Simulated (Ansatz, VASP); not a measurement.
# Two plane-wave programs on B

POSCAR

```
B
1.0
    0.0000000000      1.4826606039      1.4826606039
    1.4826606039      0.0000000000      1.4826606039
    1.4826606039      1.4826606039      0.0000000000
B
1
Direct
    0.0000000000      0.0000000000      0.0000000000
```

The input INCAR.step1:

```
SYSTEM = B
PREC = Accurate
ENCUT = 520
ISMEAR = -1
SIGMA = 0.1
LREAL = .False.
LASPH = .True.
NELM = 100
NBANDS = 8
GGA = PE
ALGO = Normal
EDIFF = 1E-4
LWAVE = .True.
LCHARG = .False.
```

INCAR.step2

```
SYSTEM = B
PREC = Accurate
ENCUT = 520
EDIFF = 1E-6
ISMEAR = -1
SIGMA = 0.1
LREAL = .False.
LASPH = .True.
NELM = 100
ALGO = Normal
ISIF = 2
LWAVE = .False.
LCHARG = .False.
METAGGA = R2SCAN
LMIXTAU = .True.
NBANDS = 8
ISTART = 1
```

The input KPOINTS:

```
Automatic mesh
0
Gamma
  21 21 21
  0 0 0
```

Input for Ansatz:

```yaml
crystal:
  lattice:
    - [0.0, 1.4826606039, 1.4826606039]
    - [1.4826606039, 0.0, 1.4826606039]
    - [1.4826606039, 1.4826606039, 0.0]
  atoms:
    - { symbol: B, position: [0.0, 0.0, 0.0] }
hamiltonian:
  xc: r2scan
  pseudopotentials:
    kind: paw
    azcp:
      B: "pseudopotentials/B.paw.azcp"
basis:
  ecutwfc: 500
  fft_grid_basis: typed
kpoints:
  mp_grid: { grid: [21, 21, 21], shift: [0, 0, 0] }
magnetization:
  spin_polarized: false
scf:
  occupations: { method: fermi_dirac, width: 0.1 }
  lower_state_search: "off"
output:
  stress: true
```

Alike in both runs: task single point; functional r2SCAN; k mesh 21 × 21 × 21; occupations fermi-dirac, width 0.1 eV; no spin polarisation.

|  | VASP | Ansatz |
| --- | --- | --- |
| version | VASP 6.6.1 | Ansatz 0.2.0 |
| potentials or method | VASP PAW PBE potentials, release 64 (B), cutoff 520 eV | plane waves (500 eV) with PAW, scalar-relativistic |
| valence electrons in the cell | 3 | 3 |

VASP gave:

```
pressure (GPa) : -25.9
```

Problem. Which values does Ansatz return?

Solution. Pressure (GPa): -25.6.

VASP's potentials were made for PBE, not for r2SCAN. With one functional, cell and mesh, what is left measures potentials, basis and numerics.
